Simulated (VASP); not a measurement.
# ZnSe (F-43m) in VASP: a series of runs

Runs on ZnSe. Level: LDA. Tasks: single point.

All numbers are computed with VASP 6.6.1; they aren't measurements. Logs are shortened: lines on timing, memory, paths and dates and some standing lists are left out, and cuts for length are marked.

## Step 1: The cell of the first run

The structure is cubic, space group F-43m (No. 216). The conventional cell has a = 5.419 Å, b = 5.419 Å, c = 5.419 Å, α = 90.00°, β = 90.00°, γ = 90.00°. Within 3.1 Å of Zn (site symmetry -43m) lie 4 Se at 2.35 Å. Within 3.1 Å of Se (site symmetry -43m) lie 4 Zn at 2.35 Å.

## Step 2: Single point, LDA

The input, INCAR:

```
SYSTEM = ZnSe
PREC = Accurate
ENCUT = 520
EDIFF = 1E-6
ISMEAR = 0
SIGMA = 0.01
LREAL = .FALSE.
LASPH = .TRUE.
NELM = 80
ALGO = Normal
ISIF = 2
LWAVE = .FALSE.
LCHARG = .FALSE.
NBANDS = 16
```

The input, KPOINTS:

```
regular mesh
0
G
  8 8 8
  0 0 0
```

The input, POSCAR:

```
ZnSe
1.0
    2.7094175112      2.7094175112      0.0000000000
   -2.7094175112      2.7094175112      0.0000000000
    0.0000000000      2.7094175112      2.7094175112
Zn Se
1 1
Direct
    0.0000000000      0.0000000000      0.0000000000
    0.7500000000      0.2500000000      0.5000000000
```

Potentials or basis: VASP PAW LDA potentials, release 64 (Zn, Se).

Run with:

```sh
$ cat potpaw_LDA.64/Zn/POTCAR potpaw_LDA.64/Se/POTCAR > POTCAR
$ mpirun -np 1 vasp_std > vasp.out
```

OUTCAR:

```text
SYSTEM = ZnSe
   PREC = Accurate
   ENCUT = 520
   EDIFF = 1E-6
   ISMEAR = 0
   LREAL = .FALSE.
   LASPH = .TRUE.
   NELM = 80
   ISIF = 2

 ion  position               nearest neighbor table
   1  0.000  0.000  0.000-   2 2.35   2 2.35   2 2.35   2 2.35
   2  0.750  0.250  0.500-   1 2.35   1 2.35   1 2.35   1 2.35

  LATTYP: Found a face centered cubic cell.
 ALAT       =     5.4188350224

  Lattice vectors:

 A1 = (   0.0000000000,   2.7094175112,   2.7094175112)
 A2 = (   2.7094175112,   0.0000000000,   2.7094175112)
 A3 = (   2.7094175112,   2.7094175112,   0.0000000000)

Analysis of symmetry for initial positions (statically):
=====================================================================
 Subroutine PRICEL returns:
 Original cell was already a primitive cell.

 Routine SETGRP: Setting up the symmetry group for a
 face centered cubic supercell.

 Subroutine GETGRP returns: Found 24 space group operations
 (whereof 24 operations were pure point group operations)
 out of a pool of 48 trial point group operations.

The static configuration has the point symmetry T_d .

Analysis of symmetry for dynamics (positions and initial velocities):
=====================================================================
 Subroutine PRICEL returns:
 Original cell was already a primitive cell.

 Routine SETGRP: Setting up the symmetry group for a
 face centered cubic supercell.

 Subroutine GETGRP returns: Found 24 space group operations
 (whereof 24 operations were pure point group operations)
 out of a pool of 48 trial point group operations.

The dynamic configuration has the point symmetry T_d .

 Subroutine INISYM returns: Found 24 space group operations
 (whereof 24 operations are pure point group operations),
 and found     1 'primitive' translations

----------------------------------------------------------------------------------------

                                     Primitive cell

  volume of cell :      39.7794

  direct lattice vectors                    reciprocal lattice vectors
     2.709417511  2.709417511  0.000000000     0.184541510  0.184541510 -0.184541510
    -2.709417511  2.709417511  0.000000000    -0.184541510  0.184541510 -0.184541510
     0.000000000  2.709417511  2.709417511     0.000000000  0.000000000  0.369083021

  length of vectors
     3.831694990  3.831694990  3.831694990     0.319635272  0.319635272  0.369083021

  position of ions in fractional coordinates (direct lattice)
     0.000000000  0.000000000  0.000000000
     0.750000000  0.250000000  0.500000000

  ion indices of the primitive-cell ions
[... 76 lines left out ...]
   LREAL  =      F    real-space projection
   EDIFFG = 0.1E-04   stopping-criterion for IOM
   NSW    =      0    number of steps for IOM
   IBRION =     -1    ionic relax: 0-MD 1-quasi-New 2-CG
   NFREE  =      0    steps in history (QN), initial steepest desc. (CG)
   ISIF   =      2    stress and relaxation
   ISYM   =      2    0-nonsym 1-usesym 2-fastsym
   POTIM  = 0.5000    time-step for ionic-motion
   TEBEG  =    0.0;   TEEND  =   0.0 temperature during run
   PSTRESS=    0.0 pullay stress
   NELECT =      18.0000    total number of electrons
   NUPDOWN=      -1.0000    fix difference up-down
   EMIN   =  10.00;   EMAX   =-10.00  energy-range for DOS
   EFERMI =   0.00;   METHOD = LEGACY
   ISMEAR =     0;   SIGMA  =   0.01  broadening in eV -4-tet -1-fermi 0-gaus
   EFERMI_NEDOS =   21; number of points for ismear=-14 and -15
   IALGO  =     38    algorithm
   IMIX   =      4    mixing-type and parameters
     AMIX     =   0.40;   BMIX     =  1.00
     AMIX_MAG =   1.60;   BMIX_MAG =  1.00
  volume/ion in A,a.u.               =      19.89       134.22
  Fermi-wavevector in a.u.,A,eV,Ry     =   1.256839  2.375082 21.492374  1.579645
  Thomas-Fermi vector in A             =   2.390528
   LORBIT       =      0    0 simple, 1 ext, 2 COOP (PROOUT), +10 PAW based schemes
   GGA     = CA    functional components
   LHFCALC =     F    Hartree Fock is set to
   AEXX    =    0.0000 exact exchange contribution
   IVDW    =     0    specifies the selected vdW correction
   LEPSILON=     F    determine dielectric tensor
   LRPA    =     F    only Hartree local field effects (RPA)
 non-spin polarized calculation
 Gauss-broadening in eV      SIGMA  =   0.01
  energy-cutoff  :      520.00
  volume of cell :       39.78
 maximum number of plane-waves:      1090
   NGX = 15   NGY = 15   NGZ = 15

 number of electron      17.9999996 magnetization

 Free energy of the ion-electron system (eV)
  ---------------------------------------------------
  ext. energy  EPLUGINS =         0.00000000
  ---------------------------------------------------
  free energy    TOTEN  =        -7.29421223 eV

  energy without entropy =       -7.29421223  energy(sigma->0) =       -7.29421223

 E-fermi :   2.8445     XC(G=0): -10.3097

 val. band max:        2.7912078696   @ k =   0.0000   0.0000   0.0000
 cond. band min:       4.4355308529   @ k =   0.0000   0.0000   0.0000
 fundamental gap:      1.6443229833
 Fermi energy:         2.8445203955

 k-point     1 :       0.0000    0.0000    0.0000
  band No.  band energies     occupation
      1     -11.4598      2.00000
      2      -4.4725      2.00000
      3      -4.4725      2.00000
      4      -4.4725      2.00000
      5      -3.9815      2.00000
      6      -3.9815      2.00000
[... 433 lines left out ...]
      3      -4.2922      2.00000
      4      -4.0431      2.00000
      5      -3.9747      2.00000
      6      -3.6994      2.00000
[... 8 lines left out ...]
     15      15.8653      0.00000
     16      16.8865      0.00000

 [... further k-points ...]

------------------------ aborting loop because EDIFF is reached ----------------------------------------

  FORCE on cell =-STRESS in cart. coord.  units (eV):
  Direction    XX          YY          ZZ          XY          YZ          ZX
  --------------------------------------------------------------------------------------
  -------------------------------------------------------------------------------------
  Total        1.8610623      1.8610623      1.8610623      0.0000000     -0.0000000      0.0000000
  in kB       74.9572604     74.9572604     74.9572604      0.0000000     -0.0000000      0.0000000
  external PRESSURE =      74.9572604 kB  Pullay stress =       0.0000000 kB

 VOLUME and BASIS-vectors are now :
 -----------------------------------------------------------------------------
  energy-cutoff  :      520.00
  volume of cell :       39.78
      direct lattice vectors                 reciprocal lattice vectors
     2.709417511  2.709417511  0.000000000     0.184541510  0.184541510 -0.184541510
    -2.709417511  2.709417511  0.000000000    -0.184541510  0.184541510 -0.184541510
     0.000000000  2.709417511  2.709417511     0.000000000  0.000000000  0.369083021

 POSITION                                       TOTAL-FORCE (eV/Angst)
 -----------------------------------------------------------------------------------
      0.00000      0.00000      0.00000         0.000000      0.000000     -0.000000
      1.35471      4.06413      1.35471        -0.000000      0.000000      0.000000
 -----------------------------------------------------------------------------------
    total drift:                                0.000001      0.000000     -0.000000

  FREE ENERGIE OF THE ION-ELECTRON SYSTEM (eV)
  ---------------------------------------------------
  free  energy   TOTEN  =        -7.2942122295 eV

  energy  without entropy=       -7.2942122295  energy(sigma->0) =       -7.29421223
```

OSZICAR:

```text
N       E                     dE             d eps       ncg     rms          rms(c)
DAV:   1     0.863426876211E+02    0.86343E+02   -0.88188E+03   928   0.135E+03
DAV:   2    -0.242589272754E+01   -0.88769E+02   -0.83454E+02  1080   0.260E+02
DAV:   3    -0.758306845882E+01   -0.51572E+01   -0.51390E+01  1104   0.610E+01
DAV:   4    -0.762372165693E+01   -0.40653E-01   -0.40650E-01  1152   0.580E+00
DAV:   5    -0.762391456074E+01   -0.19290E-03   -0.19290E-03  1112   0.363E-01    0.624E+00
DAV:   6    -0.733107461576E+01    0.29284E+00   -0.57552E-01  1320   0.272E+01    0.461E+00
DAV:   7    -0.729984838612E+01    0.31226E-01   -0.17588E-01  1120   0.426E+00    0.188E+00
DAV:   8    -0.729482222832E+01    0.50262E-02   -0.42876E-03  1448   0.109E+00    0.452E-01
DAV:   9    -0.729420793951E+01    0.61429E-03   -0.11270E-03  1064   0.292E-01    0.571E-02
DAV:  10    -0.729421717823E+01   -0.92387E-05   -0.15236E-04  1376   0.152E-01    0.252E-02
DAV:  11    -0.729421247179E+01    0.47064E-05   -0.12465E-05  1288   0.618E-02    0.867E-03
DAV:  12    -0.729421222950E+01    0.24230E-06   -0.25575E-06  1064   0.136E-02
   1 F= -.72942122E+01 E0= -.72942122E+01  d E =-.149823E-16
```

Run time: 12 s. Hardware: 1 thread of Intel Xeon 6975P-C, shared host; peak memory 0.15 GiB.

Results:

```
Free energy            : -7.2942 eV
Pressure               : 7.5 GPa
Band gap on the k mesh : 1.64 eV, direct
```

## Step 3: Single point, LDA

The input, INCAR:

```
PREC = Accurate
ENCUT = 520
EDIFF = 1E-7
ISMEAR = 0
SIGMA = 0.01
LREAL = False
LASPH = True
NELM = 100
ALGO = Normal
ISIF = 2
LWAVE = False
LCHARG = False
NBANDS = 16
```

The input, KPOINTS:

```
regular mesh
0
Gamma
  8 8 8
```

POSCAR is that of step 2.

Potentials or basis: VASP PAW LDA potentials, release 64 (Zn, Se).

Run with:

```sh
$ cat potpaw_LDA.64/Zn/POTCAR potpaw_LDA.64/Se/POTCAR > POTCAR
$ mpirun -np 1 vasp_std > vasp.out
```

Wall time 14 s (1 thread of Intel Xeon 6975P-C, shared host); peak memory 0.15 GiB.

The run converged. Its results:

| Quantity | Value |
| --- | --- |
| Free energy | -7.2942 eV |
| Pressure | 7.5 GPa |
| Band gap on the k mesh | 1.64 eV, direct |

Levels at points of the mesh, in eV from the valence-band top:
| k point | band 6 | band 7 | band 8 | band 9 | band 10 | band 11 | band 12 | band 13 |
| --- | --- | --- | --- | --- | --- | --- | --- | --- |
| (0.00, 0.00, 0.00) | -6.77 | 0.00 | 0.00 | 0.00 | 1.64 | 5.63 | 5.63 | 5.63 |
| (0.50, 0.00, 0.00) | -6.56 | -6.22 | -1.09 | -1.09 | 2.61 | 6.24 | 6.24 | 8.64 |
| (0.50, 0.50, 0.00) | -6.54 | -5.44 | -2.73 | -2.73 | 2.48 | 3.26 | 11.60 | 12.04 |

LDA gaps usually lie below the measured ones, often by a third to a half.

## Step 4: Single point, LDA

This run uses another cell than the first one, of 21.01 Å³/atom, 1.056 times its volume.

The input, INCAR:

```
SYSTEM = ZnSe
  PREC = Accurate
  ENCUT = 520
  EDIFF = 1E-6
  ISMEAR = 0
  SIGMA = 0.01
  LREAL = .False.
  LASPH = .True.
  NELM = 80
  ALGO = Normal
  ISIF = 2
  LWAVE = .False.
  LCHARG = .True.
  LELF = .True.
  LVHAR = .True.
  NBANDS = 16
```

The input, KPOINTS:

```
Automatic mesh
0
Gamma
  8 8 8
  0 0 0
```

The input, POSCAR:

```
ZnSe
1.0
    2.7592058966      2.7592058966      0.0000000000
   -2.7592058966      2.7592058966      0.0000000000
    0.0000000000      2.7592058966      2.7592058966
Zn Se
1 1
Direct
    0.0000000000      0.0000000000      0.0000000000
    0.7500000000      0.2500000000      0.5000000000
```

Potentials or basis: VASP PAW LDA potentials, release 64 (Zn, Se).

Run with:

```sh
$ cat potpaw_LDA.64/Zn/POTCAR potpaw_LDA.64/Se/POTCAR > POTCAR
$ mpirun -np 1 vasp_std > vasp.out
```

OUTCAR:

```text
SYSTEM = ZnSe
   PREC = Accurate
   ENCUT = 520
   EDIFF = 1E-6
   ISMEAR = 0
   LREAL = .False.
   LASPH = .True.
   NELM = 80
   ISIF = 2

 ion  position               nearest neighbor table
   1  0.000  0.000  0.000-   2 2.39   2 2.39   2 2.39   2 2.39
   2  0.750  0.250  0.500-   1 2.39   1 2.39   1 2.39   1 2.39

  LATTYP: Found a face centered cubic cell.
 ALAT       =     5.5184117932

  Lattice vectors:

 A1 = (   0.0000000000,   2.7592058966,   2.7592058966)
 A2 = (   2.7592058966,   0.0000000000,   2.7592058966)
 A3 = (   2.7592058966,   2.7592058966,   0.0000000000)

Analysis of symmetry for initial positions (statically):
=====================================================================
 Subroutine PRICEL returns:
 Original cell was already a primitive cell.

 Routine SETGRP: Setting up the symmetry group for a
 face centered cubic supercell.

 Subroutine GETGRP returns: Found 24 space group operations
 (whereof 24 operations were pure point group operations)
 out of a pool of 48 trial point group operations.

The static configuration has the point symmetry T_d .

Analysis of symmetry for dynamics (positions and initial velocities):
=====================================================================
 Subroutine PRICEL returns:
 Original cell was already a primitive cell.

 Routine SETGRP: Setting up the symmetry group for a
 face centered cubic supercell.

 Subroutine GETGRP returns: Found 24 space group operations
 (whereof 24 operations were pure point group operations)
 out of a pool of 48 trial point group operations.

The dynamic configuration has the point symmetry T_d .

 Subroutine INISYM returns: Found 24 space group operations
 (whereof 24 operations are pure point group operations),
 and found     1 'primitive' translations

----------------------------------------------------------------------------------------

                                     Primitive cell

  volume of cell :      42.0129
[... 109 lines left out ...]
     AMIX_MAG =   1.60;   BMIX_MAG =  1.00
  volume/ion in A,a.u.               =      21.01       141.76
  Fermi-wavevector in a.u.,A,eV,Ry     =   1.234160  2.332225 20.723735  1.523152
  Thomas-Fermi vector in A             =   2.368862
   LORBIT       =      0    0 simple, 1 ext, 2 COOP (PROOUT), +10 PAW based schemes
   GGA     = CA    functional components
   LHFCALC =     F    Hartree Fock is set to
   AEXX    =    0.0000 exact exchange contribution
   IVDW    =     0    specifies the selected vdW correction
   LEPSILON=     F    determine dielectric tensor
   LRPA    =     F    only Hartree local field effects (RPA)
 non-spin polarized calculation
 Gauss-broadening in eV      SIGMA  =   0.01
  energy-cutoff  :      520.00
  volume of cell :       42.01
 maximum number of plane-waves:      1158
 NGX is ok and might be reduce to    30
   NGX = 15   NGY = 15   NGZ = 15

 number of electron      17.9999992 magnetization

 Free energy of the ion-electron system (eV)
  ---------------------------------------------------
  ext. energy  EPLUGINS =         0.00000000
  ---------------------------------------------------
  free energy    TOTEN  =        -7.36194751 eV

  energy without entropy =       -7.36194751  energy(sigma->0) =       -7.36194751

 E-fermi :   2.3770     XC(G=0): -10.0586

 val. band max:        2.2450454387   @ k =   0.0000   0.0000   0.0000
 cond. band min:       3.6485035703   @ k =   0.0000   0.0000   0.0000
 fundamental gap:      1.4034581315
 Fermi energy:         2.3769645390

 k-point     1 :       0.0000    0.0000    0.0000
  band No.  band energies     occupation
      1     -11.5912      2.00000
      2      -4.7563      2.00000
      3      -4.7563      2.00000
      4      -4.7563      2.00000
      5      -4.3217      2.00000
      6      -4.3217      2.00000
[... 433 lines left out ...]
      3      -4.5936      2.00000
      4      -4.3684      2.00000
      5      -4.3146      2.00000
      6      -4.0688      2.00000
[... 8 lines left out ...]
     15      15.1366      0.00000
     16      16.0581      0.00000

 [... further k-points ...]

------------------------ aborting loop because EDIFF is reached ----------------------------------------

  FORCE on cell =-STRESS in cart. coord.  units (eV):
  Direction    XX          YY          ZZ          XY          YZ          ZX
  --------------------------------------------------------------------------------------
  -------------------------------------------------------------------------------------
  Total        0.6374801      0.6374801      0.6374801      0.0000000      0.0000000     -0.0000000
  in kB       24.3105566     24.3105566     24.3105566      0.0000000      0.0000000     -0.0000000
  external PRESSURE =      24.3105566 kB  Pullay stress =       0.0000000 kB

 VOLUME and BASIS-vectors are now :
 -----------------------------------------------------------------------------
  energy-cutoff  :      520.00
  volume of cell :       42.01
      direct lattice vectors                 reciprocal lattice vectors
     2.759205897  2.759205897  0.000000000     0.181211558  0.181211558 -0.181211558
    -2.759205897  2.759205897  0.000000000    -0.181211558  0.181211558 -0.181211558
     0.000000000  2.759205897  2.759205897     0.000000000  0.000000000  0.362423116

 POSITION                                       TOTAL-FORCE (eV/Angst)
 -----------------------------------------------------------------------------------
      0.00000      0.00000      0.00000         0.000000      0.000000      0.000000
      1.37960      4.13881      1.37960        -0.000000     -0.000000      0.000000
 -----------------------------------------------------------------------------------
    total drift:                               -0.000001     -0.000000     -0.000000

  FREE ENERGIE OF THE ION-ELECTRON SYSTEM (eV)
  ---------------------------------------------------
  free  energy   TOTEN  =        -7.3619475060 eV

  energy  without entropy=       -7.3619475060  energy(sigma->0) =       -7.36194751
```

It took 18 s on 1 thread of Intel Xeon 6975P-C, shared host; peak memory 0.15 GiB.

What came out:

| Quantity | Value |
| --- | --- |
| Free energy | -7.3619 eV |
| Pressure | 2.4 GPa |
| Band gap on the k mesh | 1.40 eV, direct |

Levels at points of the mesh, in eV from the valence-band top:
```
           k point  band 7  band 8  band 9  band 10  band 11  band 12
(0.00, 0.00, 0.00)    0.00    0.00    0.00     1.40     5.67     5.67
(0.50, 0.00, 0.00)   -5.83   -1.00   -1.00     2.51     6.26     6.26
(0.50, 0.50, 0.00)   -5.19   -2.51   -2.51     2.62     3.30    11.14
```

As with any semilocal functional, this LDA gap is likely too small.
